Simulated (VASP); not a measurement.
# TaAs (I4_1md) in VASP: single point with r2SCAN

Aim: the single point of TaAs with r2SCAN.

Everything below comes from runs of VASP 6.6.1. Logs are shortened: lines on timing, memory, paths and dates and some standing lists are left out, and cuts for length are marked.

## (1) The cell of the first run

It takes space group I4_1md (No. 109, tetragonal). The conventional cell has a = 3.443 Å, b = 3.443 Å, c = 11.712 Å, α = 90.00°, β = 90.00°, γ = 90.00°. Within 3.5 Å of Ta (site symmetry 2mm) lie 6 As at 2.61 to 2.62 Å and 8 Ta at 3.40 to 3.44 Å. As (site symmetry 2mm) has 6 Ta at 2.61 to 2.62 Å and 8 As at 3.40 to 3.44 Å within 3.5 Å.

## (2) Single point, r2SCAN

The input, POSCAR:

```
TaAs
1.0
   -1.7213378326      1.7213378326      5.8558281133
    1.7213378326     -1.7213378326      5.8558281133
    1.7213378326      1.7213378326     -5.8558281133
Ta As
2 2
Direct
    0.5000232055      1.0000232055      0.5000000000
    0.7500232055      0.7500232055      0.0000000000
    0.0825762145      0.5825762145      0.5000000000
    0.3325762145      0.3325762145      0.0000000000
```

The input, INCAR.step1:

```
SYSTEM = TaAs
PREC = Accurate ; ENCUT = 520
ISMEAR = -1 ; SIGMA = 0.15
LREAL = .FALSE. ; LASPH = .TRUE.
NELM = 100 ; NBANDS = 24
GGA = PE ; ALGO = Normal
EDIFF = 1E-4 ; LWAVE = .TRUE.
LCHARG = .FALSE.
```

The input, INCAR.step2:

```
SYSTEM = TaAs
PREC = Accurate ; ENCUT = 520
EDIFF = 1E-6 ; ISMEAR = -1
SIGMA = 0.15 ; LREAL = .FALSE.
LASPH = .TRUE. ; NELM = 100
ALGO = Normal ; ISIF = 2
LWAVE = .FALSE. ; LCHARG = .FALSE.
METAGGA = R2SCAN ; LMIXTAU = .TRUE.
NBANDS = 24 ; ISTART = 1
```

The input, KPOINTS:

```
Automatic mesh
0
G
  18 18 18
  0 0 0
```

Potentials or basis: VASP PAW PBE potentials, release 64 (Ta_pv, As).

On the command line:

```console
$ cat potpaw_PBE.64/Ta_pv/POTCAR potpaw_PBE.64/As/POTCAR > POTCAR
$ cp INCAR.step1 INCAR
$ mpirun -np 1 vasp_std > vasp.out
$ cp INCAR.step2 INCAR
$ mpirun -np 1 vasp_std > vasp.out
```

OUTCAR:

```text
SYSTEM = TaAs
   PREC = Accurate
   ENCUT = 520
   EDIFF = 1E-6
   ISMEAR = -1
   LREAL = .FALSE.
   LASPH = .TRUE.
   NELM = 100
   ISIF = 2
   METAGGA = R2SCAN
   ISTART = 1

 ion  position               nearest neighbor table
   1  0.500  0.000  0.500-   4 2.61   4 2.61   3 2.62   3 2.62   3 2.62   3 2.62   2 3.40   2 3.40
                             2 3.40   2 3.40
   2  0.750  0.750  0.000-   3 2.61   3 2.61   4 2.62   4 2.62   4 2.62   4 2.62   1 3.40   1 3.40
                             1 3.40   1 3.40
   3  0.083  0.583  0.500-   2 2.61   2 2.61   1 2.62   1 2.62   1 2.62   1 2.62
   4  0.333  0.333  0.000-   1 2.61   1 2.61   2 2.62   2 2.62   2 2.62   2 2.62

  LATTYP: Found a body centered tetragonal cell.
 ALAT       =     3.4426756652
 C/A-ratio  =     3.4019051940

  Lattice vectors:

 A1 = (  -1.7213378326,   1.7213378326,   5.8558281133)
 A2 = (   1.7213378326,  -1.7213378326,   5.8558281133)
 A3 = (   1.7213378326,   1.7213378326,  -5.8558281133)

Analysis of symmetry for initial positions (statically):
=====================================================================
 Subroutine PRICEL returns:
 Original cell was already a primitive cell.

 Routine SETGRP: Setting up the symmetry group for a
 body centered tetragonal supercell.

 Subroutine GETGRP returns: Found  8 space group operations
 (whereof  4 operations were pure point group operations)
 out of a pool of 16 trial point group operations.

The static configuration has the point symmetry C_2v.
 The point group associated with its full space group is C_4v.

Analysis of symmetry for dynamics (positions and initial velocities):
=====================================================================
 Subroutine PRICEL returns:
 Original cell was already a primitive cell.

 Routine SETGRP: Setting up the symmetry group for a
 body centered tetragonal supercell.

 Subroutine GETGRP returns: Found  8 space group operations
 (whereof  4 operations were pure point group operations)
 out of a pool of 16 trial point group operations.

The dynamic configuration has the point symmetry C_2v.
 The point group associated with its full space group is C_4v.

 Subroutine INISYM returns: Found  8 space group operations
 (whereof  4 operations are pure point group operations),
 and found     1 'primitive' translations

----------------------------------------------------------------------------------------

                                     Primitive cell

  volume of cell :      69.4034

  direct lattice vectors                    reciprocal lattice vectors
    -1.721337833  1.721337833  5.855828113     0.000000000  0.290471743  0.085385020
     1.721337833 -1.721337833  5.855828113     0.290471743  0.000000000  0.085385020
     1.721337833  1.721337833 -5.855828113     0.290471743  0.290471743  0.000000000

  length of vectors
     6.341666245  6.341666245  6.341666245     0.302761350  0.302761350  0.410789078

  position of ions in fractional coordinates (direct lattice)
     0.500023205  0.000023205  0.500000000
     0.750023205  0.750023205  0.000000000
     0.082576215  0.582576215  0.500000000
     0.332576215  0.332576215  0.000000000

  ion indices of the primitive-cell ions
   primitive index   ion index
                 1           1
                 2           2
                 3           3
                 4           4

----------------------------------------------------------------------------------------

 KPOINTS: Automatic mesh

Automatic generation of k-mesh.
 Grid dimensions read from file:
 generate k-points for:   18   18   18

 Generating k-lattice:

  Cartesian coordinates                     Fractional coordinates (reciprocal lattice)
     0.000000000  0.016137319  0.004743612     0.055555556 -0.000000000  0.000000000
     0.016137319  0.000000000  0.004743612    -0.000000000  0.055555556  0.000000000
     0.016137319  0.016137319  0.000000000     0.000000000  0.000000000  0.055555556

  Length of vectors
     0.016820075  0.016820075  0.022821615

  Shift w.r.t. Gamma in fractional coordinates (k-lattice)
     0.000000000  0.000000000  0.000000000

 Subroutine IBZKPT returns following result:
 ===========================================

 Found    480 irreducible k-points:

 Following reciprocal coordinates:
            Coordinates               Weight
  0.000000  0.000000  0.000000      1.000000
  0.055556  0.000000 -0.000000      8.000000
  0.111111  0.000000 -0.000000      8.000000
  0.166667  0.000000 -0.000000      8.000000
  0.222222  0.000000 -0.000000      8.000000
  0.277778  0.000000 -0.000000      8.000000
[... 16 lines left out ...]
 -0.277778  0.055556  0.000000     16.000000
 -0.222222  0.055556  0.000000     16.000000
 [... further k-points ...]
   k-points           NKPTS =    480   k-points in BZ     NKDIM =    480   number of bands    NBANDS=     24
   number of dos      NEDOS =    301   number of ions     NIONS =      4
   total plane-waves  NPLWV = 110592
   dimension x,y,z NGX =    48 NGY =   48 NGZ =   48
   dimension x,y,z NGXF=    96 NGYF=   96 NGZF=   96
   ions per type =               2   2
   NGX,Y,Z   is equivalent  to a cutoff of  12.58, 12.58, 12.58 a.u.
   NGXF,Y,Z  is equivalent  to a cutoff of  25.17, 25.17, 25.17 a.u.
 SYSTEM =  TaAs
   PREC   = accura    normal or accurate (medium, high low for compatibility)
   ISTART =      1    job   : 0-new  1-cont  2-samecut
   ICHARG =      0    charge: 1-file 2-atom 10-const
   ISPIN  =      1    spin polarized calculation?
   LNONCOLLINEAR =      F non collinear calculations
   LSORBIT =      F    spin-orbit coupling
   LASPH  =      T    aspherical Exc in radial PAW
   ENCUT  =  520.0 eV  38.22 Ry    6.18 a.u.  11.79 11.79 11.79*2*pi/ulx,y,z
   NELM   =    100;   NELMIN=  2; NELMDL=  0     # of ELM steps
   EDIFF  = 0.1E-05   stopping-criterion for ELM
   LREAL  =      F    real-space projection
   EDIFFG = 0.1E-04   stopping-criterion for IOM
   NSW    =      0    number of steps for IOM
   IBRION =     -1    ionic relax: 0-MD 1-quasi-New 2-CG
   NFREE  =      0    steps in history (QN), initial steepest desc. (CG)
   ISIF   =      2    stress and relaxation
   ISYM   =      2    0-nonsym 1-usesym 2-fastsym
   POTIM  = 0.5000    time-step for ionic-motion
   TEBEG  =    0.0;   TEEND  =   0.0 temperature during run
   PSTRESS=    0.0 pullay stress
   NELECT =      32.0000    total number of electrons
   NUPDOWN=      -1.0000    fix difference up-down
   EMIN   =  10.00;   EMAX   =-10.00  energy-range for DOS
   EFERMI =   0.00;   METHOD = LEGACY
   ISMEAR =    -1;   SIGMA  =   0.15  broadening in eV -4-tet -1-fermi 0-gaus
   EFERMI_NEDOS =   21; number of points for ismear=-14 and -15
   IALGO  =     38    algorithm
   IMIX   =      4    mixing-type and parameters
     AMIX     =   0.40;   BMIX     =  1.00
     AMIX_MAG =   1.60;   BMIX_MAG =  1.00
  volume/ion in A,a.u.               =      17.35       117.09
  Fermi-wavevector in a.u.,A,eV,Ry     =   1.264730  2.389994 21.763105  1.599543
  Thomas-Fermi vector in A             =   2.398020
   LORBIT       =      0    0 simple, 1 ext, 2 COOP (PROOUT), +10 PAW based schemes
   METAGGA = R2SCAN    functional components
   LHFCALC =     F    Hartree Fock is set to
   AEXX    =    0.0000 exact exchange contribution
   IVDW    =     0    specifies the selected vdW correction
   LEPSILON=     F    determine dielectric tensor
   LRPA    =     F    only Hartree local field effects (RPA)
 non-spin polarized calculation
  energy-cutoff  :      520.00
  volume of cell :       69.40
 maximum number of plane-waves:      1893
   NGX = 23   NGY = 23   NGZ = 23

 number of electron      32.0000003 magnetization

 Free energy of the ion-electron system (eV)
  ---------------------------------------------------
  ext. energy  EPLUGINS =         0.00000000
  ---------------------------------------------------
  free energy    TOTEN  =      -129.10569163 eV

  energy without entropy =     -129.05362336  energy(sigma->0) =     -129.07965749

 E-fermi :   6.9031     XC(G=0): -12.7440

 val. band max:        6.9003727441   @ k =  -0.1667   0.3889   0.1667
 cond. band min:       6.9257599823   @ k =  -0.1111  -0.4444   0.1111
 fundamental gap:      0.0253872382
 Fermi energy:         6.9030513774

 k-point     1 :       0.0000    0.0000    0.0000
  band No.  band energies     occupation
      1     -29.3535      2.00000
      2     -29.2981      2.00000
      3     -29.2981      2.00000
      4     -29.1484      2.00000
      5     -29.1484      2.00000
      6     -29.0965      2.00000
[... 16 lines left out ...]
     23      11.2263      0.00000
     24      11.2263      0.00000

 k-point     2 :       0.0556    0.0000   -0.0000
  band No.  band energies     occupation
      1     -29.3520      2.00000
      2     -29.3030      2.00000
      3     -29.2976      2.00000
      4     -29.1536      2.00000
      5     -29.1479      2.00000
      6     -29.0969      2.00000
[... 16 lines left out ...]
     23      10.9806      0.00000
     24      11.3841      0.00000

 k-point     3 :       0.1111    0.0000   -0.0000
  band No.  band energies     occupation
      1     -29.3490      2.00000
      2     -29.3155      2.00000
      3     -29.2962      2.00000
      4     -29.1681      2.00000
      5     -29.1461      2.00000
      6     -29.0985      2.00000
[... 16 lines left out ...]
     23      11.0726      0.00000
     24      11.7998      0.00000
[... 514 lines left out ...]
 k-point    23 :      -0.2778    0.0556    0.0000
  band No.  band energies     occupation
      1     -29.4071      2.00000
      2     -29.3102      2.00000
      3     -29.2921      2.00000
      4     -29.2387      2.00000
      5     -29.1423      2.00000
      6     -29.1099      2.00000
[... 16 lines left out ...]
     23      11.9443      0.00000
     24      13.1186      0.00000

 k-point    24 :      -0.2222    0.0556    0.0000
  band No.  band energies     occupation
      1     -29.3781      2.00000
      2     -29.3195      2.00000
      3     -29.2954      2.00000
      4     -29.2142      2.00000
      5     -29.1456      2.00000
      6     -29.1037      2.00000
[... 16 lines left out ...]
     23      11.8328      0.00000
     24      12.6329      0.00000

 [... further k-points ...]

------------------------ aborting loop because EDIFF is reached ----------------------------------------

  FORCE on cell =-STRESS in cart. coord.  units (eV):
  Direction    XX          YY          ZZ          XY          YZ          ZX
  --------------------------------------------------------------------------------------
  -------------------------------------------------------------------------------------
  Total        0.2323625      0.2323625      0.1946929      0.0000000      0.0000000      0.0000000
  in kB        5.3640903      5.3640903      4.4944881      0.0000000      0.0000000      0.0000000
  external PRESSURE =       5.0742229 kB  Pullay stress =       0.0000000 kB

 VOLUME and BASIS-vectors are now :
 -----------------------------------------------------------------------------
  energy-cutoff  :      520.00
  volume of cell :       69.40
      direct lattice vectors                 reciprocal lattice vectors
    -1.721337833  1.721337833  5.855828113     0.000000000  0.290471743  0.085385020
     1.721337833 -1.721337833  5.855828113     0.290471743  0.000000000  0.085385020
     1.721337833  1.721337833 -5.855828113     0.290471743  0.290471743  0.000000000

 POSITION                                       TOTAL-FORCE (eV/Angst)
 -----------------------------------------------------------------------------------
      0.00000      1.72134      0.00027        -0.000000      0.000000     -0.000700
      0.00000      0.00000      8.78401         0.000000     -0.000000     -0.000700
      1.72134      0.00000      0.96710        -0.000000     -0.000000      0.000700
      0.00000      0.00000      3.89502         0.000000      0.000000      0.000700
 -----------------------------------------------------------------------------------
    total drift:                               -0.000001     -0.000001      0.000289

  FREE ENERGIE OF THE ION-ELECTRON SYSTEM (eV)
  ---------------------------------------------------
  free  energy   TOTEN  =      -129.1056916270 eV

  energy  without entropy=     -129.0536233594  energy(sigma->0) =     -129.07965749
```

Run time: 2.4 h. Hardware: 1 thread of Intel Xeon 8259CL, shared host; peak memory 0.91 GiB.

Results:

```yaml
Free_energy: -129.1057 eV
Pressure: 0.5 GPa
Band_gap_on_the_k_mesh: zero (bands 16 and 17 overlap by 0.05 eV)
```

Stress tensor (GPa, compression positive):
```
0.54 0.00 0.00
0.00 0.54 0.00
0.00 0.00 0.45
```

Levels at points of the mesh, in eV from the Fermi level:
| k point | band 13 | band 14 | band 15 | band 16 | band 17 | band 18 | band 19 | band 20 |
| --- | --- | --- | --- | --- | --- | --- | --- | --- |
| (0.00, 0.00, 0.00) | -2.41 | -2.00 | -1.75 | -1.75 | 1.00 | 1.70 | 2.55 | 3.26 |
| (0.50, 0.00, 0.00) | -2.58 | -2.47 | -1.62 | -0.27 | 0.19 | 1.50 | 2.47 | 2.67 |
| (0.50, 0.50, 0.00) | -3.41 | -3.41 | -1.22 | -1.22 | 3.05 | 3.05 | 3.28 | 3.28 |
| (0.50, 0.50, 0.50) | -2.86 | -2.86 | -1.06 | -1.06 | 1.33 | 1.33 | 2.47 | 2.47 |

Caveat: the PAW data sets were made with another functional, which shifts forces and pressure a little; spin-orbit coupling is left out, which moves the levels of the heavy elements.
